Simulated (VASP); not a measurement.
Write the native input for VASP 6.6.1 that does the following.

| Item | Value |
| --- | --- |
| Task | single point |
| Functional | PBEsol |
| Potentials or basis | VASP PAW PBE potentials, release 64 (Rh_pv) |
| Cutoff | 520 eV |
| k mesh | 22 × 22 × 22 |
| Occupations | gaussian, width 0.15 eV |
| Spin | no spin polarisation |
| Dipole correction | no |
| Further INCAR settings | ALGO = Fast; EDIFF = 1e-06; NBANDS = 14 |

The structure of Rh lies in POSCAR:

```
Rh
1.0
    0.0000000000      1.9015500000      1.8445035000
    1.9015500000      0.0000000000      1.8445035000
    1.9015500000      1.9015500000      0.0000000000
Rh
1
Direct
    0.0000000000      0.0000000000      0.0000000000
```

This cell differs from its parent crystal: strain +0.000 along x and y, -0.030 along z.

The input as run:

INCAR

```
SYSTEM = Rh
PREC = Accurate
ENCUT = 520
EDIFF = 1E-6
ISMEAR = 0
SIGMA = 0.15
LREAL = .FALSE.
LASPH = .TRUE.
NELM = 80
ALGO = Fast
ISIF = 2
LWAVE = .FALSE.
LCHARG = .TRUE.
GGA = PS
LELF = .TRUE.
LVHAR = .TRUE.
NBANDS = 14
```

KPOINTS

```
regular mesh
0
G
  22 22 22
  0 0 0
```

Potentials or basis: VASP PAW PBE potentials, release 64 (Rh_pv).

The run is started by

```sh
$ cat potpaw_PBE.64/Rh_pv/POTCAR > POTCAR
$ mpirun -np 1 vasp_std > vasp.out
```

It gave:

* Pressure: 3.9 GPa

Caveat: the cell differs from its parent crystal (strain +0.000 along x and y, -0.030 along z); the PAW data sets were made with another functional, which shifts forces and pressure a little.

Run time: 50 s on 1 thread of Intel(R) Xeon(R) 6975P-C (Granite Rapids), on a shared host, peak memory 0.24 GiB.
